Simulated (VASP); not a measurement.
# Lu (P6_3/mmc) in VASP: a series of runs, part 2 of 2

VASP 6.6.1. The steps go on from the part before.

**3. Single point, PBE (volume scaled by 0.4)**

The input, INCAR:

```
SYSTEM = Lu
PREC = Accurate
ENCUT = 520
EDIFF = 1E-6
ISMEAR = -1
SIGMA = 0.1
LREAL = .False.
LASPH = .True.
NELM = 80
ALGO = Normal
ISIF = 2
LWAVE = .False.
LCHARG = .False.
GGA = PE
NBANDS = 58
```

The input, KPOINTS:

```
Automatic mesh
0
Gamma
  10 10 3
  0 0 0
```

The input, POSCAR:

```
Lu
1.0
    2.5594065745      0.0000000000      0.0000000000
   -1.2797032872      2.2165111121      0.0000000000
    0.0000000000      0.0000000000      8.2027352211
Lu
4
Direct
    0.0000000000      0.0000000000      0.0000000000
    0.0000000000      0.0000000000      0.5000000000
    0.3333333333      0.6666666667      0.2500000000
    0.6666666667      0.3333333333      0.7500000000
```

Potentials or basis: VASP PAW PBE potentials, release 64 (Lu).

On the command line:

```
$ cat potpaw_PBE.64/Lu/POTCAR > POTCAR
$ mpirun -np 1 vasp_std > vasp.out
```

OUTCAR:

```text
SYSTEM = Lu
   PREC = Accurate
   ENCUT = 520
   EDIFF = 1E-6
   ISMEAR = -1
   LREAL = .False.
   LASPH = .True.
   NELM = 80
   ISIF = 2
   GGA = PE

 ion  position               nearest neighbor table
   1  0.000  0.000  0.000-   3 2.53   4 2.53   3 2.53   4 2.53   4 2.53   3 2.53   4 3.60   3 3.60
                             3 3.60   4 3.60   3 3.60   4 3.60
   2  0.000  0.000  0.500-   3 2.53   4 2.53   3 2.53   4 2.53   4 2.53   3 2.53   4 3.60   3 3.60
                             3 3.60   4 3.60   3 3.60   4 3.60
   3  0.333  0.667  0.250-   1 2.53   2 2.53   1 2.53   2 2.53   1 2.53   2 2.53   1 3.60   2 3.60
                             1 3.60   2 3.60   1 3.60   2 3.60
   4  0.667  0.333  0.750-   1 2.53   2 2.53   1 2.53   2 2.53   1 2.53   2 2.53   1 3.60   2 3.60
[... 1671 lines left out ...]
  Total       60.6715444     60.6715444     60.7433126      0.0000000      0.0000000      0.0000000
  in kB     2088.9485580   2088.9485579   2091.4195696      0.0000000      0.0000000      0.0000000
  external PRESSURE =    2089.7722285 kB  Pullay stress =       0.0000000 kB

 VOLUME and BASIS-vectors are now :
 -----------------------------------------------------------------------------
  energy-cutoff  :      520.00
  volume of cell :       46.53
      direct lattice vectors                 reciprocal lattice vectors
     2.559406575  0.000000000  0.000000000     0.390715571  0.225579740  0.000000000
    -1.279703287  2.216511112  0.000000000     0.000000000  0.451159480  0.000000000
     0.000000000  0.000000000  8.202735221     0.000000000  0.000000000  0.121910555

 POSITION                                       TOTAL-FORCE (eV/Angst)
 -----------------------------------------------------------------------------------
      0.00000      0.00000      0.00000         0.000000      0.000000      0.000000
      0.00000      0.00000      4.10137         0.000000      0.000000      0.000000
     -0.00000      1.47767      2.05068         0.000000     -0.000000      0.000000
      1.27970      0.73884      6.15205        -0.000000      0.000000     -0.000000
 -----------------------------------------------------------------------------------
    total drift:                                0.000000     -0.000000      0.000000

  FREE ENERGIE OF THE ION-ELECTRON SYSTEM (eV)
  ---------------------------------------------------
  free  energy   TOTEN  =         3.4373129028 eV

  energy  without entropy=        3.5160567893  energy(sigma->0) =        3.47668485
```

OSZICAR:

```text
N       E                     dE             d eps       ncg     rms          rms(c)
DAV:   1     0.817497021232E+03    0.81750E+03   -0.30037E+04  4762   0.527E+03
DAV:   2     0.135401960097E+03   -0.68210E+03   -0.65064E+03  3904   0.937E+02
DAV:   3     0.213236512016E+02   -0.11408E+03   -0.11009E+03  3296   0.225E+02
DAV:   4     0.366786564909E+01   -0.17656E+02   -0.16827E+02  5044   0.717E+01
DAV:   5     0.223999310262E+01   -0.14279E+01   -0.14161E+01  5220   0.202E+01    0.229E+01
DAV:   6     0.410385801856E+01    0.18639E+01   -0.13723E+01  4336   0.935E+01    0.120E+01
DAV:   7     0.374047138459E+01   -0.36339E+00   -0.31556E+00  5832   0.550E+01    0.511E+00
DAV:   8     0.349377554627E+01   -0.24670E+00   -0.12409E+00  5708   0.541E+01    0.230E+00
DAV:   9     0.346233761911E+01   -0.31438E-01   -0.43768E-01  5952   0.304E+01    0.151E+00
DAV:  10     0.343687371130E+01   -0.25464E-01   -0.24060E-01  4674   0.426E+00    0.336E-01
DAV:  11     0.343812206480E+01    0.12484E-02   -0.28238E-02  4934   0.889E+00    0.122E-01
DAV:  12     0.343749309378E+01   -0.62897E-03   -0.93168E-03  5030   0.185E+00    0.668E-02
DAV:  13     0.343738753654E+01   -0.10556E-03   -0.22057E-03  4972   0.719E-01    0.376E-02
DAV:  14     0.343731347247E+01   -0.74064E-04   -0.76895E-04  4090   0.239E-01    0.133E-02
DAV:  15     0.343731317165E+01   -0.30082E-06   -0.57603E-05  5012   0.198E-01    0.821E-03
DAV:  16     0.343731344557E+01    0.27393E-06   -0.13768E-05  4456   0.104E-01    0.311E-03
DAV:  17     0.343731334560E+01   -0.99972E-07   -0.12872E-05  3440   0.268E-02    0.259E-03
DAV:  18     0.343731290285E+01   -0.44276E-06   -0.14573E-06  2006   0.437E-02
   1 F= 0.34373129E+01 E0= 0.34766848E+01  d E =-.787439E-01
```

Run time: 2.2 min. Hardware: 1 thread of Oxide Virtual Turin-like, shared host; peak memory 0.17 GiB.

Results:

- Free energy: 3.4373 eV
- Pressure: 209.0 GPa
- Band gap on the k mesh: zero (band 50 reaches 8.80 eV, above the bottom of band 51 at 6.39 eV)

Caveat: the cell differs from its parent crystal (volume scaled by 0.4); spin-orbit coupling is left out, which moves the levels of the heavy elements.

**4. Single point, PBE**

This run uses another cell than the first one, of 14.54 Å³/atom, 1.250 times its volume.

The input, INCAR:

```
SYSTEM = Lu
ALGO = Normal
EDIFF = 1E-6
ENCUT = 520
GGA = PE
ISIF = 2
ISMEAR = -1
LASPH = .TRUE.
LCHARG = .FALSE.
LREAL = .FALSE.
LWAVE = .FALSE.
NBANDS = 58
NELM = 60
PREC = Accurate
SIGMA = 0.1
```

The input, KPOINTS:

```
k-points
0
G
  10 10 3
  0 0 0
```

The input, POSCAR:

```
Lu
1.0
    2.7529421967      0.0000000000      0.0000000000
   -1.3764710983      2.3841178775      0.0000000000
    0.0000000000      0.0000000000      8.8624354132
Lu
4
Direct
    0.0000000000      0.0000000000      0.0000000000
    0.0000000000      0.0000000000      0.5000000000
    0.3333333333      0.6666666667      0.2500000000
    0.6666666667      0.3333333333      0.7500000000
```

On the command line:

```
$ cat potpaw_PBE.64/Lu/POTCAR > POTCAR
$ mpirun -np 1 vasp_std > vasp.out
```

Run time: 3.1 min. Hardware: 1 thread of Oxide Virtual Turin-like, shared host; peak memory 0.18 GiB.

Results (log left out):

```yaml
Free_energy: -7.3021 eV
Pressure: 102.4 GPa
Band_gap_on_the_k_mesh: zero (band 50 reaches 7.76 eV, above the bottom of band 51 at 4.88 eV)
```

Stress tensor (GPa, compression positive):
```
102.52   0.00   0.00
  0.00 102.52   0.00
  0.00   0.00 102.23
```

Levels at points of the mesh, in eV from the Fermi level:
```
           k point  band 47  band 48  band 49  band 50  band 51  band 52  band 53  band 54
(0.00, 0.00, 0.00)    -4.17    -4.10     1.57     1.62     1.99     1.99     2.17     2.17
(0.50, 0.00, 0.00)    -3.74    -2.49    -1.63    -0.91    -0.60     1.01     1.86     2.48
```

Caveat: spin-orbit coupling is left out, which moves the levels of the heavy elements.

**5. Single point, PBE**

The input, INCAR:

```
ALGO     = Normal         # electronic algorithm
EDIFF    = 1E-6           # SCF threshold, eV
ENCUT    = 520            # plane-wave cutoff, eV
GGA      = PE             # functional
ISIF     = 2              # what is computed and relaxed
ISMEAR   = -1             # smearing method
LASPH    = True           # aspherical terms in the spheres
LCHARG   = False          # write CHGCAR
LREAL    = False          # projectors in reciprocal space
LWAVE    = False          # write WAVECAR
NBANDS   = 58             # bands
NELM     = 100            # most SCF steps
PREC     = Accurate       # precision mode
SIGMA    = 0.1            # smearing width, eV
```

The input, KPOINTS:

```
k-points
0
Gamma
  10 10 3
```

POSCAR is that of step 4.

On the command line:

```
$ cat potpaw_PBE.64/Lu/POTCAR > POTCAR
$ mpirun -np 1 vasp_std > vasp.out
```

It took 2.9 min on 1 thread of Oxide Virtual Turin-like, shared host; peak memory 0.19 GiB.

It converged, with:

* Free energy: -7.3021 eV
* Pressure: 102.4 GPa
* Band gap on the k mesh: zero (band 50 reaches 7.76 eV, above the bottom of band 51 at 4.88 eV)

Stress tensor (GPa, compression positive):
```
102.52   0.00   0.00
  0.00 102.52   0.00
  0.00   0.00 102.23
```

Levels at points of the mesh, in eV from the Fermi level:
| k point | band 47 | band 48 | band 49 | band 50 | band 51 | band 52 | band 53 | band 54 |
| --- | --- | --- | --- | --- | --- | --- | --- | --- |
| (0.00, 0.00, 0.00) | -4.17 | -4.10 | 1.57 | 1.62 | 1.99 | 1.99 | 2.17 | 2.17 |
| (0.50, 0.00, 0.00) | -3.74 | -2.49 | -1.63 | -0.91 | -0.60 | 1.01 | 1.86 | 2.48 |

Caveat: spin-orbit coupling is left out, which moves the levels of the heavy elements.
